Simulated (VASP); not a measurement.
# Cu in VASP: single point with PBEsol

Aim: the single point of Cu with PBEsol.

All numbers are computed with VASP 6.6.1; they aren't measurements. Logs are shortened: lines on timing, memory, paths and dates and some standing lists are left out, and cuts for length are marked.

## Step 1: The cell of the first run

The cell holds a wire or tube with vacuum around it, 4 atoms: a = 11.400 Å, b = 9.300 Å, c = 4.596 Å, α = 90.00°, β = 90.00°, γ = 90.00°.

## Step 2: Single point, PBEsol, collinear spin

INCAR reads:

```
SYSTEM = Cu
PREC = Accurate ; ENCUT = 520
EDIFF = 1E-7 ; ISMEAR = 0
SIGMA = 0.05 ; LREAL = .FALSE.
LASPH = .TRUE. ; NELM = 150
ALGO = Normal ; ISIF = 2
LWAVE = .FALSE. ; LCHARG = .FALSE.
ISPIN = 2 ; MAGMOM = 0.5 0.5 0.5 0.5
LORBIT = 11 ; LMAXMIX = 4
GGA = PS ; NBANDS = 34
```

KPOINTS reads:

```
regular mesh
0
G
  1 1 14
  0 0 0
```

POSCAR reads:

```
Cu
1.0
   11.4000000000      0.0000000000      0.0000000000
    0.0000000000      9.3000000000      0.0000000000
    0.0000000000      0.0000000000      4.5961519602
Cu
4
Direct
    0.4014843610      0.5000000000      0.0000000000
    0.4014843610      0.5000000000      0.5000000000
    0.5985156390      0.5000000000      0.0000000000
    0.5985156390      0.5000000000      0.5000000000
```

Potentials or basis: VASP PAW PBE potentials, release 64 (Cu).

Run with:

```bash
> cat potpaw_PBE.64/Cu/POTCAR > POTCAR
> mpirun -np 1 vasp_std > vasp.out
```

OUTCAR:

```text
SYSTEM = Cu
   PREC = Accurate
   ENCUT = 520
   EDIFF = 1E-7
   ISMEAR = 0
   LREAL = .FALSE.
   LASPH = .TRUE.
   NELM = 150
   ISIF = 2
   ISPIN = 2
   LORBIT = 11
   GGA = PS

 ion  position               nearest neighbor table
   1  0.401  0.500  0.000-   3 2.25   2 2.30   2 2.30
   2  0.401  0.500  0.500-   4 2.25   1 2.30   1 2.30
   3  0.599  0.500  0.000-   1 2.25   4 2.30   4 2.30
   4  0.599  0.500  0.500-   2 2.25   3 2.30   3 2.30

  LATTYP: Found a simple orthorhombic cell.
 ALAT       =     4.5961519602
 B/A-ratio  =     2.0234317926
 C/A-ratio  =     2.4803357458

  Lattice vectors:

 A1 = (   0.0000000000,   0.0000000000,  -4.5961519602)
 A2 = (   0.0000000000,   9.3000000000,   0.0000000000)
 A3 = (  11.4000000000,   0.0000000000,   0.0000000000)

Analysis of symmetry for initial positions (statically):
=====================================================================
 Subroutine PRICEL returns following result:

  LATTYP: Found a simple orthorhombic cell.
 ALAT       =     2.2980759801
 B/A-ratio  =     4.0468635852
 C/A-ratio  =     4.9606714916
[... 12 lines left out ...]
 Subroutine GETGRP returns: Found  8 space group operations
 (whereof  8 operations were pure point group operations)
 out of a pool of  8 trial point group operations.

The static configuration has the point symmetry D_2h.

Analysis of symmetry for dynamics (positions and initial velocities):
=====================================================================
 Subroutine PRICEL returns following result:

  LATTYP: Found a simple orthorhombic cell.
 ALAT       =     2.2980759801
 B/A-ratio  =     4.0468635852
 C/A-ratio  =     4.9606714916
[... 12 lines left out ...]
 Subroutine GETGRP returns: Found  8 space group operations
 (whereof  8 operations were pure point group operations)
 out of a pool of  8 trial point group operations.

The dynamic configuration has the point symmetry D_2h.

Analysis of structural, dynamic, and magnetic symmetry:
=====================================================================
 Subroutine PRICEL returns following result:

  LATTYP: Found a simple orthorhombic cell.
 ALAT       =     2.2980759801
 B/A-ratio  =     4.0468635852
 C/A-ratio  =     4.9606714916
[... 12 lines left out ...]
 Subroutine GETGRP returns: Found  8 space group operations
 (whereof  8 operations were pure point group operations)
 out of a pool of  8 trial point group operations.

The overall configuration has the point symmetry D_2h.

 Subroutine INISYM returns: Found  8 space group operations
 (whereof  8 operations are pure point group operations),
[... 106 lines left out ...]
   AEXX    =    0.0000 exact exchange contribution
   IVDW    =     0    specifies the selected vdW correction
   LEPSILON=     F    determine dielectric tensor
   LRPA    =     F    only Hartree local field effects (RPA)
 spin polarized calculation
 Gauss-broadening in eV      SIGMA  =   0.05
  energy-cutoff  :      520.00
  volume of cell :      487.28
 maximum number of plane-waves:     13189
 NGX is ok and might be reduce to    90
   NGX = 43   NGY = 35   NGZ = 17

 number of electron      44.0000010 magnetization       0.0000128

 number of electron      44.0000010 magnetization      -0.0000012

 Free energy of the ion-electron system (eV)
  ---------------------------------------------------
  ext. energy  EPLUGINS =         0.00000000
  ---------------------------------------------------
  free energy    TOTEN  =       -10.03268100 eV

  energy without entropy =      -10.03254925  energy(sigma->0) =      -10.03261512

 E-fermi :  -3.5752     XC(G=0):  -2.6019

 val. band max:       -3.6765660381   @ k =   0.0000   0.0000   0.2143
 cond. band min:      -3.4737439137   @ k =   0.0000   0.0000   0.2857
 fundamental gap:      0.2028221244
 Fermi energy:        -3.5751549779

 spin component 1

 k-point     1 :       0.0000    0.0000    0.0000
  band No.  band energies     occupation
      1      -8.4999      1.00000
      2      -7.1033      1.00000
      3      -6.8787      1.00000
      4      -6.6238      1.00000
      5      -6.1245      1.00000
      6      -5.9360      1.00000
[... 285 lines left out ...]
     33       3.4995      0.00000
     34       3.4995      0.00000
 Fermi energy:        -3.5751549779

 spin component 2

 k-point     1 :       0.0000    0.0000    0.0000
  band No.  band energies     occupation
      1      -8.4999      1.00000
      2      -7.1034      1.00000
      3      -6.8787      1.00000
      4      -6.6238      1.00000
      5      -6.1245      1.00000
      6      -5.9360      1.00000
[... 285 lines left out ...]
     33       3.5026      0.00000
     34       3.5028      0.00000

------------------------ aborting loop because EDIFF is reached ----------------------------------------

  FORCE on cell =-STRESS in cart. coord.  units (eV):
  Direction    XX          YY          ZZ          XY          YZ          ZX
  --------------------------------------------------------------------------------------
  -------------------------------------------------------------------------------------
  Total        0.1402116     -0.0567747      0.2899546      0.0000000      0.0000000      0.0000000
  in kB        0.4610120     -0.1866737      0.9533632      0.0000000      0.0000000      0.0000000
  external PRESSURE =       0.4092339 kB  Pullay stress =       0.0000000 kB

 VOLUME and BASIS-vectors are now :
 -----------------------------------------------------------------------------
  energy-cutoff  :      520.00
  volume of cell :      487.28
      direct lattice vectors                 reciprocal lattice vectors
    11.400000000  0.000000000  0.000000000     0.087719298  0.000000000  0.000000000
     0.000000000  9.300000000  0.000000000     0.000000000  0.107526882  0.000000000
     0.000000000  0.000000000  4.596151960     0.000000000  0.000000000  0.217573311

 POSITION                                       TOTAL-FORCE (eV/Angst)
 -----------------------------------------------------------------------------------
      4.57692      4.65000      0.00000        -0.029992      0.000000     -0.000000
      4.57692      4.65000      2.29808        -0.029992     -0.000000     -0.000000
      6.82308      4.65000      0.00000         0.029992      0.000000      0.000000
      6.82308      4.65000      2.29808         0.029992     -0.000000      0.000000
 -----------------------------------------------------------------------------------
    total drift:                                0.000000      0.000000      0.000000

  FREE ENERGIE OF THE ION-ELECTRON SYSTEM (eV)
  ---------------------------------------------------
  free  energy   TOTEN  =       -10.0326809978 eV

  energy  without entropy=      -10.0325492488  energy(sigma->0) =      -10.03261512

 total charge

# of ion       s       p       d       tot
------------------------------------------
    1        0.502   0.178   9.262   9.942
    2        0.502   0.178   9.262   9.942
    3        0.502   0.178   9.262   9.942
    4        0.502   0.178   9.262   9.942
--------------------------------------------------
tot          2.008   0.712  37.048  39.768

 magnetization (x)

# of ion       s       p       d       tot
------------------------------------------
    1       -0.000  -0.000  -0.000  -0.000
    2       -0.000  -0.000  -0.000  -0.000
    3       -0.000  -0.000  -0.000  -0.000
    4       -0.000  -0.000  -0.000  -0.000
--------------------------------------------------
tot         -0.000  -0.000  -0.000  -0.000
```

OSZICAR:

```text
N       E                     dE             d eps       ncg     rms          rms(c)
DAV:   1     0.302873332730E+03    0.30287E+03   -0.14094E+04  1088   0.100E+03
DAV:   2    -0.313262122259E+00   -0.30319E+03   -0.27358E+03  1090   0.252E+02
[... 18 lines left out ...]
DAV:  21    -0.100326715555E+02   -0.24799E-04   -0.30805E-06  1154   0.794E-03    0.840E-04
DAV:  22    -0.100326727645E+02   -0.12090E-05   -0.51291E-07  1096   0.473E-03    0.688E-04
DAV:  23    -0.100326779067E+02   -0.51423E-05   -0.39170E-07   970   0.306E-03    0.298E-04
DAV:  24    -0.100326800597E+02   -0.21530E-05   -0.16190E-07   900   0.134E-03    0.254E-04
DAV:  25    -0.100326808440E+02   -0.78430E-06   -0.64294E-08   850   0.154E-03    0.171E-04
DAV:  26    -0.100326809770E+02   -0.13299E-06   -0.15775E-08   810   0.823E-04    0.719E-05
DAV:  27    -0.100326809978E+02   -0.20826E-07   -0.39031E-09   776   0.416E-04
   1 F= -.10032681E+02 E0= -.10032615E+02  d E =-.131749E-03  mag=     0.0000
```

stdout:

```text
POSCAR found type information on POSCAR Cu
 POSCAR found :  1 types and       4 ions
 scaLAPACK will be used
 -----------------------------------------------------------------------------
|                                                                             |
|                                                                             |
|     You enforced a specific xc type in the INCAR file but a different       |
|     I HOPE YOU KNOW WHAT YOU ARE DOING!                                     |
|                                                                             |
 -----------------------------------------------------------------------------

 LDA part: xc-table for (Slater+PW92), standard interpolation
 POSCAR, INCAR and KPOINTS ok, starting setup
 FFT: planning ... GRIDC
 FFT: planning ... GRID_SOFT
 FFT: planning ... GRID
 WAVECAR not read
 entering main loop
```

Run time: 9 min. Hardware: 1 thread of Intel Xeon Platinum 8259CL at 2.50GHz (Skylake/Cascade Lake), shared host; peak memory 0.75 GiB.

Results:

```
Free energy                                           : -10.0327 eV
Largest force                                         : 0.030 eV/Å
Net moment                                            : 0.00 μB per cell
Valence electrons inside the program's atomic spheres : Cu 9.94
```

Forces on the atoms (eV/Å):
```
Cu  -0.030  0.000  0.000
Cu  -0.030  0.000  0.000
Cu   0.030  0.000  0.000
Cu   0.030  0.000  0.000
```

Levels at points of the mesh, in eV from the Fermi level:
Spin up:
| k point | band 20 | band 21 | band 22 | band 23 | band 24 | band 25 |
| --- | --- | --- | --- | --- | --- | --- |
| (0.00, 0.00, 0.00) | -0.70 | -0.47 | -0.41 | 1.62 | 2.06 | 2.34 |
| (0.00, 0.00, 0.50) | -1.16 | -1.08 | -1.08 | 1.00 | 1.00 | 3.86 |
Spin down:
| k point | band 18 | band 19 | band 20 | band 21 | band 22 | band 23 | band 24 | band 25 | band 26 | band 27 |
| --- | --- | --- | --- | --- | --- | --- | --- | --- | --- | --- |
| (0.00, 0.00, 0.00) | -0.82 | -0.74 | -0.70 | -0.47 | -0.41 | 1.62 | 2.06 | 2.34 | 4.06 | 4.52 |
| (0.00, 0.00, 0.50) | -1.43 | -1.16 | -1.16 | -1.08 | -1.08 | 1.00 | 1.00 | 3.86 | 3.86 | 4.35 |

Caveat: the PAW data sets were made with another functional, which shifts forces and pressure a little.
